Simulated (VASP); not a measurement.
# Ta16H (a cell with a defect) in VASP: single point with PBE

Aim: the single point of Ta16H (a cell with a defect) with PBE.

Everything below comes from runs of VASP 6.6.1. Logs are shortened: lines on timing, memory, paths and dates and some standing lists are left out, and cuts for length are marked.

### 1 The cell of the first run

The cell holds a defect, 17 atoms: a = 6.620 Å, b = 6.620 Å, c = 6.620 Å, α = 90.00°, β = 90.00°, γ = 90.00°.

### 2 Single point, PBE

Input file INCAR:

```
SYSTEM = Ta16H
  PREC = Accurate
  ENCUT = 520
  EDIFF = 1E-7
  ISMEAR = 0
  SIGMA = 0.1
  LREAL = Auto
  LASPH = .TRUE.
  NELM = 60
  ALGO = Normal
  ISIF = 2
  LWAVE = .FALSE.
  LCHARG = .FALSE.
  GGA = PE
  NBANDS = 102
```

Input file KPOINTS:

```
regular mesh
0
G
  3 3 3
  0 0 0
```

Input file POSCAR:

```
Ta16H
1.0
    6.6200000000      0.0000000000      0.0000000000
    0.0000000000      6.6200000000      0.0000000000
    0.0000000000      0.0000000000      6.6200000000
Ta H
16 1
Direct
   -0.0089342900      0.0000392749     -0.0082380665
    0.5010913897      0.0000398792     -0.0015031722
   -0.0004554381      0.5000398792     -0.0017057402
   -0.0013261329      0.0000398792      0.5013741692
    0.2522631420      0.2647734139      0.2545475831
    0.5004983384      0.5000397281     -0.0001022659
    0.5014184290      0.0000400302      0.5006108761
    0.7499942598      0.2493996979      0.2482759819
    0.0011682779      0.5000397281      0.5001267372
    0.2522634441      0.7353054381      0.2545475831
    0.2498590634      0.2497558912      0.7483247734
    0.5020367069      0.5000394260      0.5010734139
    0.7499942598      0.7506793051      0.2482758308
    0.7488401813      0.2465154079      0.7482344411
    0.2498595166      0.7503232628      0.7483241692
    0.7488400302      0.7535649547      0.7482341390
    0.2138270393      0.0000388218      0.1704033233
```

Potentials or basis: VASP PAW PBE potentials, release 64 (Ta_pv, H).

Started as:

```console
$ cat potpaw_PBE.64/Ta_pv/POTCAR potpaw_PBE.64/H/POTCAR > POTCAR
$ mpirun -np 1 vasp_std > vasp.out
```

OUTCAR:

```text
SYSTEM = Ta16H
   PREC = Accurate
   ENCUT = 520
   EDIFF = 1E-7
   ISMEAR = 0
   LREAL = Auto
   LASPH = .TRUE.
   NELM = 60
   ISIF = 2
   GGA = PE

 ion  position               nearest neighbor table
   1  0.991  0.000  0.992-  17 1.89  16 2.80  14 2.80  13 2.86   8 2.86  11 2.87  15 2.87  10 3.01
                             5 3.01   2 3.24   4 3.25   3 3.31   3 3.31   4 3.37   2 3.38
   2  0.501  0.000  0.998-  17 2.22  16 2.85  14 2.85   8 2.86  13 2.86  11 2.87  15 2.87   5 2.94
                            10 2.94   1 3.24   7 3.30   6 3.31   6 3.31   7 3.32   1 3.38
   3  1.000  0.500  0.998-  10 2.85   5 2.85  13 2.87   8 2.87  11 2.87  15 2.87  14 2.88  16 2.88
                             9 3.30   6 3.30   1 3.31   1 3.31   6 3.32   9 3.32
   4  0.999  0.000  0.501-  16 2.84  14 2.84  11 2.86  15 2.86   8 2.87  13 2.87   5 2.93  10 2.93
                             1 3.25   7 3.29   9 3.31   9 3.31   7 3.33   1 3.37
   5  0.252  0.265  0.255-  17 1.86  12 2.80   9 2.80   6 2.82   3 2.85   7 2.91   4 2.93   2 2.94
                             1 3.01  10 3.11  11 3.27   8 3.30   8 3.33  11 3.35  10 3.51
   6  0.500  0.500  1.000-  10 2.82   5 2.82  13 2.86   8 2.86  15 2.88  11 2.88  14 2.88  16 2.88
                            12 3.30   3 3.30   2 3.31   2 3.31   3 3.32  12 3.32
   7  0.501  0.000  0.501-  16 2.83  14 2.83  15 2.86  11 2.86   8 2.87  13 2.87   5 2.91  10 2.91
                             4 3.29   2 3.30  12 3.31  12 3.31   2 3.32   4 3.33
   8  0.750  0.249  0.248-   1 2.86   2 2.86   6 2.86   3 2.87   7 2.87   4 2.87  12 2.87   9 2.88
                             5 3.30  13 3.30  14 3.31  14 3.31  13 3.32   5 3.33
   9  0.001  0.500  0.500-  10 2.80   5 2.80  15 2.86  11 2.86  13 2.88   8 2.88  14 2.88  16 2.88
                             3 3.30  12 3.30   4 3.31   4 3.31  12 3.32   3 3.32
  10  0.252  0.735  0.255-  17 1.86  12 2.80   9 2.80   6 2.82   3 2.85   7 2.91   4 2.93   2 2.94
                             1 3.01   5 3.11  15 3.27  13 3.30  13 3.33  15 3.35   5 3.51
  11  0.250  0.250  0.748-   9 2.86   4 2.86   7 2.86  12 2.87   3 2.87   2 2.87   1 2.87   6 2.88
                             5 3.27  14 3.30  15 3.31  15 3.31  14 3.32   5 3.35
  12  0.502  0.500  0.501-  10 2.80   5 2.80  14 2.86  16 2.86  15 2.87  11 2.87   8 2.87  13 2.87
                             6 3.30   9 3.30   7 3.31   7 3.31   9 3.32   6 3.32
  13  0.750  0.751  0.248-   1 2.86   2 2.86   6 2.86   3 2.87   7 2.87   4 2.87  12 2.87   9 2.88
                            10 3.30   8 3.30  16 3.31  16 3.31   8 3.32  10 3.33
  14  0.749  0.247  0.748-   1 2.80   7 2.83   4 2.84   2 2.85  12 2.86   6 2.88   9 2.88   3 2.88
                            16 3.26  11 3.30   8 3.31   8 3.31  11 3.32  16 3.36
  15  0.250  0.750  0.748-   9 2.86   4 2.86   7 2.86  12 2.87   3 2.87   2 2.87   1 2.87   6 2.88
                            10 3.27  16 3.30  11 3.31  11 3.31  16 3.32  10 3.35
  16  0.749  0.754  0.748-   1 2.80   7 2.83   4 2.84   2 2.85  12 2.86   6 2.88   9 2.88   3 2.88
                            14 3.26  15 3.30  13 3.31  13 3.31  15 3.32  14 3.36
  17  0.214  0.000  0.170-  10 1.86   5 1.86   1 1.89   2 2.22

  LATTYP: Found a simple cubic cell.
 ALAT       =     6.6200000000

  Lattice vectors:

[... 165 lines left out ...]
   IMIX   =      4    mixing-type and parameters
     AMIX     =   0.40;   BMIX     =  1.00
     AMIX_MAG =   1.60;   BMIX_MAG =  1.00
  volume/ion in A,a.u.               =      17.07       115.17
  Fermi-wavevector in a.u.,A,eV,Ry     =   1.388485  2.623857 26.230553  1.927891
  Thomas-Fermi vector in A             =   2.512607
   LORBIT       =      0    0 simple, 1 ext, 2 COOP (PROOUT), +10 PAW based schemes
   GGA     = PE    functional components
   LHFCALC =     F    Hartree Fock is set to
   AEXX    =    0.0000 exact exchange contribution
   IVDW    =     0    specifies the selected vdW correction
   LEPSILON=     F    determine dielectric tensor
   LRPA    =     F    only Hartree local field effects (RPA)
 non-spin polarized calculation
 Gauss-broadening in eV      SIGMA  =   0.10
  energy-cutoff  :      520.00
  volume of cell :      290.12
 maximum number of plane-waves:      7820
 NGX is ok and might be reduce to    50
   NGX = 25   NGY = 25   NGZ = 25

 number of electron     176.9999970 magnetization

 Free energy of the ion-electron system (eV)
  ---------------------------------------------------
  ext. energy  EPLUGINS =         0.00000000
  ---------------------------------------------------
  free energy    TOTEN  =      -192.31259786 eV

  energy without entropy =     -192.14708283  energy(sigma->0) =     -192.22984035

 E-fermi :   5.4373     XC(G=0): -12.6140

 val. band max:        5.4359712616   @ k =   0.0000   0.3333   0.3333
 cond. band min:       5.4451222691   @ k =  -0.3333   0.0000   0.3333
 fundamental gap:      0.0091510075
 Fermi energy:         5.4373117689

 k-point     1 :       0.0000    0.0000    0.0000
  band No.  band energies     occupation
      1     -28.8138      2.00000
      2     -28.7550      2.00000
      3     -28.7536      2.00000
      4     -28.7522      2.00000
      5     -28.7480      2.00000
      6     -28.7444      2.00000
[... 1019 lines left out ...]
     99       8.4315      0.00000
    100       8.4825      0.00000
 [bands above 100 left out]

------------------------ aborting loop because EDIFF is reached ----------------------------------------

  FORCE on cell =-STRESS in cart. coord.  units (eV):
  Direction    XX          YY          ZZ          XY          YZ          ZX
  --------------------------------------------------------------------------------------
  -------------------------------------------------------------------------------------
  Total        6.1180085      8.2027318      6.9840145      0.0000000      0.0000000      0.6856390
  in kB       33.7867713     45.2996793     38.5692991      0.0000000      0.0000000      3.7864494
  external PRESSURE =      39.2185832 kB  Pullay stress =       0.0000000 kB

 VOLUME and BASIS-vectors are now :
 -----------------------------------------------------------------------------
  energy-cutoff  :      520.00
  volume of cell :      290.12
      direct lattice vectors                 reciprocal lattice vectors
     6.620000000  0.000000000  0.000000000     0.151057402  0.000000000  0.000000000
     0.000000000  6.620000000  0.000000000     0.000000000  0.151057402  0.000000000
     0.000000000  0.000000000  6.620000000     0.000000000  0.000000000  0.151057402

 POSITION                                       TOTAL-FORCE (eV/Angst)
 -----------------------------------------------------------------------------------
      6.56086      0.00026      6.56546        -0.025002      0.000000      0.017746
      3.31722      0.00026      6.61005        -0.011236      0.000000      0.005062
      6.61698      3.31026      6.60871        -0.010842      0.000000      0.018087
      6.61122      0.00026      3.31910        -0.019685      0.000000      0.029812
      1.66998      1.75280      1.68511        -0.039160      0.013971      0.037544
      3.31330      3.31026      6.61932        -0.022998      0.000000      0.011095
[... 9 lines left out ...]
      4.95732      4.98860      4.95331        -0.016289      0.001924      0.020159
      1.41554      0.00026      1.12807         0.297826      0.000000     -0.302555
 -----------------------------------------------------------------------------------
    total drift:                                0.005177     -0.023447     -0.001570

  FREE ENERGIE OF THE ION-ELECTRON SYSTEM (eV)
  ---------------------------------------------------
  free  energy   TOTEN  =      -192.3125978605 eV

  energy  without entropy=     -192.1470828307  energy(sigma->0) =     -192.22984035
```

stdout:

```text
POSCAR found type information on POSCAR TaH
 POSCAR found :  2 types and      17 ions
 scaLAPACK will be used
 LDA part: xc-table for (Slater+PW92), standard interpolation
 POSCAR, INCAR and KPOINTS ok, starting setup
 FFT: planning ... GRIDC
 FFT: planning ... GRID_SOFT
 FFT: planning ... GRID
 WAVECAR not read
 entering main loop
```

Wall time 14 min (1 thread of Oxide Virtual Turin-like, shared host); peak memory 0.43 GiB.

What came out:

```yaml
Free_energy: -192.3126 eV
Pressure: 3.9 GPa
Largest_force: 0.425 eV/Å
Band_gap_on_the_k_mesh: zero (an odd number of electrons rules out a gap without spin polarisation)
```

Forces on the atoms (eV/Å):
```
Ta  -0.025  0.000  0.018
Ta  -0.011  0.000  0.005
Ta  -0.011  0.000  0.018
Ta  -0.020  0.000  0.030
Ta  -0.039  0.014  0.038
Ta  -0.023  0.000  0.011
Ta  -0.010  0.000  0.027
Ta  -0.007  0.003  0.008
Ta  -0.019  0.000  0.019
Ta  -0.039 -0.014  0.038
Ta  -0.013  0.006  0.015
Ta  -0.028  0.000  0.014
Ta  -0.007 -0.003  0.008
Ta  -0.016 -0.002  0.020
Ta  -0.013 -0.006  0.015
Ta  -0.016  0.002  0.020
H    0.298  0.000 -0.303
```

Caveat: spin-orbit coupling is left out, which moves the levels of the heavy elements.
